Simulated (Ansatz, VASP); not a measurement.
**La2HfO2 in VASP and in Ansatz**

```xyz
5
Lattice="3.9964 0.0000 0.0000 -1.9982 3.4609 0.0000 0.0000 0.0000 8.6073" Properties=species:S:1:pos:R:3 pbc="T T T"
La    0.0000    0.0000    6.7925
La    0.0000    0.0000    1.8148
Hf    0.0000    2.3073    0.0000
O     0.0000    2.3073    5.9337
O     0.0000    2.3073    2.6736
```

Alike in both runs: task relaxation of cell and atoms; functional PBE; k mesh 6 × 6 × 2; occupations gaussian, width 0.1 eV; no spin polarisation.

```csv
,VASP,Ansatz
version,VASP 6.6.1,Ansatz 0.2.0
potentials or method,"VASP PAW PBE potentials, release 64 (La, Hf_pv, O), cutoff 600 eV","scalar-relativistic, plane waves, PAW"
valence electrons in the cell,44,60
```

|  | VASP | Ansatz | Ansatz less VASP |
| --- | --- | --- | --- |
| gap on the k mesh at the Fermi level, each at its own relaxed structure (eV) | none | none | - |
| relaxed volume (Å³/atom) | 24.90 | 25.03 | +0.130 |
| relaxed length of the cell vector where the two differ most in proportion (Å) | 3.957 | 3.965 | +0.0077 |

A gap of «none» marks a metal or a gap that the smearing closes. VASP's potentials hold 44 valence electrons a cell and Ansatz's 60, so a difference there can come from the potentials and not from the codes.

The k mesh is coarse, so the values compare programs but aren't converged. Neither program's run includes spin-orbit coupling.
